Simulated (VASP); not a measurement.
# In3Se (P4/mmm) in VASP: single point with PBE

Aim: the single point of In3Se with PBE.

Everything below comes from runs of VASP 6.6.1. Logs are shortened: lines on timing, memory, paths and dates and some standing lists are left out, and cuts for length are marked.

## 1. The cell of the first run

Symmetry: P4/mmm, No. 123, tetragonal system. The conventional cell has a = 4.647 Å, b = 4.647 Å, c = 4.934 Å, α = 90.00°, β = 90.00°, γ = 90.00°. Within 4.3 Å of In (site symmetry mmm) lie 8 In at 3.29 to 3.39 Å and 4 Se at 3.39 Å. In (site symmetry 4/mmm) has 4 Se at 3.29 Å and 8 In at 3.39 Å within 4.3 Å. Within 4.3 Å of Se (site symmetry 4/mmm) lie 12 In at 3.29 to 3.39 Å.

## 2. Single point, PBE (strain -0.030 along x and y, +0.030 along z)

Contents of INCAR:

```
SYSTEM = In3Se
PREC     = Accurate       ! precision mode
ENCUT    = 520            ! plane-wave cutoff, eV
EDIFF    = 1E-6           ! SCF threshold, eV
ISMEAR   = 0              ! smearing method
SIGMA    = 0.15           ! smearing width, eV
LREAL    = .FALSE.        ! projectors in reciprocal space
LASPH    = .TRUE.         ! aspherical terms in the spheres
NELM     = 80             ! most SCF steps
ALGO     = Normal         ! electronic algorithm
ISIF     = 2              ! what is computed and relaxed
LWAVE    = .FALSE.        ! write WAVECAR
LCHARG   = .TRUE.         ! write CHGCAR
GGA      = PE             ! functional
LELF     = .TRUE.         ! ELF
LVHAR    = .TRUE.       
NBANDS   = 30             ! bands
```

Contents of KPOINTS:

```
regular mesh
0
G
  10 10 10
  0 0 0
```

Contents of POSCAR:

```
In3Se
1.0
    4.6467292756      0.0000000000      0.0000000000
    0.0000000000      4.6467292756      0.0000000000
    0.0000000000      0.0000000000      4.9341558288
In Se
3 1
Direct
    0.0000000000      0.5000000000      0.5000000000
    0.5000000000      0.0000000000      0.5000000000
    0.5000000000      0.5000000000      0.0000000000
    0.0000000000      0.0000000000      0.0000000000
```

Potentials or basis: VASP PAW PBE potentials, release 64 (In_d, Se).

The run is started by

```
$ cat potpaw_PBE.64/In_d/POTCAR potpaw_PBE.64/Se/POTCAR > POTCAR
$ mpirun -np 1 vasp_std > vasp.out
```

OUTCAR:

```text
SYSTEM = In3Se
   PREC = Accurate
   ENCUT = 520
   EDIFF = 1E-6
   ISMEAR = 0
   LREAL = .FALSE.
   LASPH = .TRUE.
   NELM = 80
   ISIF = 2
   GGA = PE

 ion  position               nearest neighbor table
   1  0.000  0.500  0.500-   2 3.29   2 3.29   2 3.29   2 3.29   4 3.39   3 3.39   4 3.39   4 3.39
                             4 3.39   3 3.39   3 3.39   3 3.39
   2  0.500  0.000  0.500-   1 3.29   1 3.29   1 3.29   1 3.29   4 3.39   3 3.39   3 3.39   3 3.39
                             4 3.39   4 3.39   4 3.39   3 3.39
   3  0.500  0.500  0.000-   4 3.29   4 3.29   4 3.29   4 3.29   2 3.39   2 3.39   2 3.39   2 3.39
                             1 3.39   1 3.39   1 3.39   1 3.39
   4  0.000  0.000  0.000-   3 3.29   3 3.29   3 3.29   3 3.29   2 3.39   1 3.39   2 3.39   1 3.39
                             2 3.39   1 3.39   2 3.39   1 3.39

  LATTYP: Found a simple tetragonal cell.
 ALAT       =     4.6467292756
 C/A-ratio  =     1.0618556701

  Lattice vectors:

 A1 = (   4.6467292756,   0.0000000000,   0.0000000000)
 A2 = (   0.0000000000,   4.6467292756,   0.0000000000)
 A3 = (   0.0000000000,   0.0000000000,   4.9341558288)

Analysis of symmetry for initial positions (statically):
=====================================================================
 Subroutine PRICEL returns:
 Original cell was already a primitive cell.

 Routine SETGRP: Setting up the symmetry group for a
 simple tetragonal supercell.

 Subroutine GETGRP returns: Found 16 space group operations
 (whereof 16 operations were pure point group operations)
 out of a pool of 16 trial point group operations.

The static configuration has the point symmetry D_4h.

Analysis of symmetry for dynamics (positions and initial velocities):
=====================================================================
 Subroutine PRICEL returns:
 Original cell was already a primitive cell.

 Routine SETGRP: Setting up the symmetry group for a
 simple tetragonal supercell.

 Subroutine GETGRP returns: Found 16 space group operations
 (whereof 16 operations were pure point group operations)
 out of a pool of 16 trial point group operations.

The dynamic configuration has the point symmetry D_4h.

 Subroutine INISYM returns: Found 16 space group operations
 (whereof 16 operations are pure point group operations),
 and found     1 'primitive' translations

----------------------------------------------------------------------------------------

                                     Primitive cell

  volume of cell :     106.5388

  direct lattice vectors                    reciprocal lattice vectors
     4.646729276  0.000000000  0.000000000     0.215205135  0.000000000  0.000000000
     0.000000000  4.646729276  0.000000000     0.000000000  0.215205135  0.000000000
     0.000000000  0.000000000  4.934155829     0.000000000  0.000000000  0.202668913

  length of vectors
     4.646729276  4.646729276  4.934155829     0.215205135  0.215205135  0.202668913

  position of ions in fractional coordinates (direct lattice)
     0.000000000  0.500000000  0.500000000
     0.500000000  0.000000000  0.500000000
     0.500000000  0.500000000  0.000000000
     0.000000000  0.000000000  0.000000000

  ion indices of the primitive-cell ions
   primitive index   ion index
                 1           1
                 2           2
                 3           3
                 4           4

----------------------------------------------------------------------------------------

 KPOINTS: regular mesh

Automatic generation of k-mesh.
 Grid dimensions read from file:
 generate k-points for:   10   10   10

 Generating k-lattice:

  Cartesian coordinates                     Fractional coordinates (reciprocal lattice)
     0.021520513  0.000000000  0.000000000     0.100000000  0.000000000  0.000000000
     0.000000000  0.021520513  0.000000000     0.000000000  0.100000000  0.000000000
     0.000000000  0.000000000  0.020266891     0.000000000  0.000000000  0.100000000

  Length of vectors
     0.021520513  0.021520513  0.020266891

  Shift w.r.t. Gamma in fractional coordinates (k-lattice)
     0.000000000  0.000000000  0.000000000

 Subroutine IBZKPT returns following result:
 ===========================================

 Found    126 irreducible k-points:

 Following reciprocal coordinates:
            Coordinates               Weight
  0.000000  0.000000  0.000000      1.000000
  0.100000  0.000000  0.000000      4.000000
  0.200000  0.000000  0.000000      4.000000
  0.300000  0.000000  0.000000      4.000000
  0.400000  0.000000  0.000000      4.000000
  0.500000  0.000000  0.000000      2.000000
[... 16 lines left out ...]
  0.100000  0.000000  0.100000      8.000000
  0.200000  0.000000  0.100000      8.000000
 [... further k-points ...]
   k-points           NKPTS =    126   k-points in BZ     NKDIM =    126   number of bands    NBANDS=     30
   number of dos      NEDOS =    301   number of ions     NIONS =      4
   total plane-waves  NPLWV =  51840
   dimension x,y,z NGX =    36 NGY =   36 NGZ =   40
   dimension x,y,z NGXF=    72 NGYF=   72 NGZF=   80
   ions per type =               3   1
   NGX,Y,Z   is equivalent  to a cutoff of  12.88, 12.88, 13.48 a.u.
   NGXF,Y,Z  is equivalent  to a cutoff of  25.76, 25.76, 26.95 a.u.
 SYSTEM =  In3Se
   PREC   = accura    normal or accurate (medium, high low for compatibility)
   ISTART =      0    job   : 0-new  1-cont  2-samecut
   ICHARG =      2    charge: 1-file 2-atom 10-const
   ISPIN  =      1    spin polarized calculation?
   LNONCOLLINEAR =      F non collinear calculations
   LSORBIT =      F    spin-orbit coupling
   LASPH  =      T    aspherical Exc in radial PAW
   ENCUT  =  520.0 eV  38.22 Ry    6.18 a.u.   8.64  8.64  9.17*2*pi/ulx,y,z
   NELM   =     80;   NELMIN=  2; NELMDL= -5     # of ELM steps
   EDIFF  = 0.1E-05   stopping-criterion for ELM
   LREAL  =      F    real-space projection
[... 7 lines left out ...]
   TEBEG  =    0.0;   TEEND  =   0.0 temperature during run
   PSTRESS=    0.0 pullay stress
   NELECT =      45.0000    total number of electrons
   NUPDOWN=      -1.0000    fix difference up-down
   EMIN   =  10.00;   EMAX   =-10.00  energy-range for DOS
   EFERMI =   0.00;   METHOD = LEGACY
   ISMEAR =     0;   SIGMA  =   0.15  broadening in eV -4-tet -1-fermi 0-gaus
   EFERMI_NEDOS =   21; number of points for ismear=-14 and -15
   IALGO  =     38    algorithm
   IMIX   =      4    mixing-type and parameters
     AMIX     =   0.40;   BMIX     =  1.00
     AMIX_MAG =   1.60;   BMIX_MAG =  1.00
  volume/ion in A,a.u.               =      26.63       179.74
  Fermi-wavevector in a.u.,A,eV,Ry     =   1.228315  2.321179 20.527900  1.508758
  Thomas-Fermi vector in A             =   2.363245
   LORBIT       =      0    0 simple, 1 ext, 2 COOP (PROOUT), +10 PAW based schemes
   GGA     = PE    functional components
   LHFCALC =     F    Hartree Fock is set to
   AEXX    =    0.0000 exact exchange contribution
   IVDW    =     0    specifies the selected vdW correction
   LEPSILON=     F    determine dielectric tensor
   LRPA    =     F    only Hartree local field effects (RPA)
 non-spin polarized calculation
 Gauss-broadening in eV      SIGMA  =   0.15
  energy-cutoff  :      520.00
  volume of cell :      106.54
 maximum number of plane-waves:      2899
 NGX is ok and might be reduce to    36
   NGX = 17   NGY = 17   NGZ = 19

 number of electron      44.9999988 magnetization

 Free energy of the ion-electron system (eV)
  ---------------------------------------------------
  ext. energy  EPLUGINS =         0.00000000
  ---------------------------------------------------
  free energy    TOTEN  =       -11.67503419 eV

  energy without entropy =      -11.65930252  energy(sigma->0) =      -11.66716835

 E-fermi :   6.3446     XC(G=0):  -9.9238

 val. band max:        6.3397782134   @ k =   0.1000   0.0000   0.5000
 cond. band min:       6.3553035108   @ k =   0.2000   0.2000   0.0000
 fundamental gap:      0.0155252974
 Fermi energy:         6.3446256623

 k-point     1 :       0.0000    0.0000    0.0000
  band No.  band energies     occupation
      1      -8.5050      2.00000
      2      -8.4714      2.00000
      3      -8.4357      2.00000
      4      -8.4357      2.00000
      5      -8.3648      2.00000
      6      -8.2918      2.00000
[... 22 lines left out ...]
     29      11.7120      0.00000
     30      13.0450      0.00000

 k-point     2 :       0.1000    0.0000    0.0000
  band No.  band energies     occupation
      1      -8.4935      2.00000
      2      -8.4610      2.00000
      3      -8.4332      2.00000
      4      -8.4269      2.00000
      5      -8.3588      2.00000
      6      -8.2899      2.00000
[... 22 lines left out ...]
     29      11.9991      0.00000
     30      13.1917      0.00000

 k-point     3 :       0.2000    0.0000    0.0000
  band No.  band energies     occupation
      1      -8.4600      2.00000
      2      -8.4315      2.00000
      3      -8.4266      2.00000
      4      -8.4012      2.00000
      5      -8.3423      2.00000
      6      -8.2842      2.00000
[... 22 lines left out ...]
     29      12.6171      0.00000
     30      13.3311      0.00000

 k-point     4 :       0.3000    0.0000    0.0000
  band No.  band energies     occupation
      1      -8.4179      2.00000
      2      -8.4068      2.00000
      3      -8.3877      2.00000
      4      -8.3609      2.00000
      5      -8.3207      2.00000
      6      -8.2747      2.00000
[... 22 lines left out ...]
     29      12.7892      0.00000
     30      13.0387      0.00000

 k-point     5 :       0.4000    0.0000    0.0000
  band No.  band energies     occupation
      1      -8.4103      2.00000
      2      -8.3409      2.00000
      3      -8.3384      2.00000
      4      -8.3106      2.00000
      5      -8.3002      2.00000
      6      -8.2614      2.00000
[... 22 lines left out ...]
     29      11.8416      0.00000
     30      12.3432      0.00000
[... 526 lines left out ...]
     29      11.5483      0.00000
     30      14.4888      0.00000

 k-point    22 :       0.0000    0.0000    0.1000
  band No.  band energies     occupation
      1      -8.5040      2.00000
      2      -8.4633      2.00000
      3      -8.4269      2.00000
      4      -8.4269      2.00000
      5      -8.3638      2.00000
      6      -8.2855      2.00000
[... 22 lines left out ...]
     29      11.9745      0.00000
     30      13.5729      0.00000

 k-point    23 :       0.1000    0.0000    0.1000
  band No.  band energies     occupation
      1      -8.4927      2.00000
      2      -8.4538      2.00000
      3      -8.4244      2.00000
      4      -8.4185      2.00000
      5      -8.3577      2.00000
      6      -8.2835      2.00000
[... 22 lines left out ...]
     29      12.1846      0.00000
     30      13.2780      0.00000

 k-point    24 :       0.2000    0.0000    0.1000
  band No.  band energies     occupation
      1      -8.4598      2.00000
      2      -8.4268      2.00000
      3      -8.4172      2.00000
      4      -8.3937      2.00000
      5      -8.3410      2.00000
      6      -8.2778      2.00000
[... 22 lines left out ...]
     29      12.7698      0.00000
     30      13.1672      0.00000

 [... further k-points ...]
[... 5 lines left out ...]
  --------------------------------------------------------------------------------------
  -------------------------------------------------------------------------------------
  Total        0.8195220      0.8195220      0.4755767      0.0000000      0.0000000      0.0000000
  in kB       12.3243379     12.3243379      7.1519343      0.0000000      0.0000000      0.0000000
  external PRESSURE =      10.6002034 kB  Pullay stress =       0.0000000 kB

 VOLUME and BASIS-vectors are now :
 -----------------------------------------------------------------------------
  energy-cutoff  :      520.00
  volume of cell :      106.54
      direct lattice vectors                 reciprocal lattice vectors
     4.646729276  0.000000000  0.000000000     0.215205135  0.000000000  0.000000000
     0.000000000  4.646729276  0.000000000     0.000000000  0.215205135  0.000000000
     0.000000000  0.000000000  4.934155829     0.000000000  0.000000000  0.202668913

 POSITION                                       TOTAL-FORCE (eV/Angst)
 -----------------------------------------------------------------------------------
      0.00000      2.32336      2.46708         0.000000      0.000000      0.000000
      2.32336      0.00000      2.46708         0.000000      0.000000      0.000000
      2.32336      2.32336      0.00000         0.000000      0.000000      0.000000
      0.00000      0.00000      0.00000         0.000000      0.000000      0.000000
 -----------------------------------------------------------------------------------
    total drift:                                0.000000      0.000000      0.000000

  FREE ENERGIE OF THE ION-ELECTRON SYSTEM (eV)
  ---------------------------------------------------
  free  energy   TOTEN  =       -11.6750341905 eV

  energy  without entropy=      -11.6593025180  energy(sigma->0) =      -11.66716835
```

Wall time 1.9 min (1 thread of Intel Xeon 6975P-C (Granite Rapids), shared host); peak memory 0.46 GiB.

What came out:

- Free energy: -11.6750 eV
- Pressure: 1.1 GPa
- Band gap on the k mesh: zero (an odd number of electrons rules out a gap without spin polarisation)

Stress tensor (GPa, compression positive):
```
1.23 0.00 0.00
0.00 1.23 0.00
0.00 0.00 0.72
```

Levels at points of the mesh, in eV from the Fermi level:
```csv
k point,band 20,band 21,band 22,band 23,band 24,band 25
"(0.00, 0.00, 0.00)",-3.26,-2.44,-1.79,1.09,1.19,1.19
"(0.50, 0.00, 0.00)",-2.38,-1.88,-0.85,-0.41,0.19,1.30
"(0.50, 0.50, 0.00)",-2.11,-1.18,-0.96,-0.96,0.96,1.57
"(0.00, 0.00, 0.50)",-2.54,-1.28,-0.99,-0.09,-0.09,1.63
"(0.50, 0.00, 0.50)",-1.96,-0.70,-0.58,-0.37,1.79,1.94
"(0.50, 0.50, 0.50)",-4.34,-4.31,-4.27,-3.31,2.64,3.38
```

Caveat: the cell differs from its parent crystal (strain -0.030 along x and y, +0.030 along z); spin-orbit coupling is left out, which moves the levels of the heavy elements.
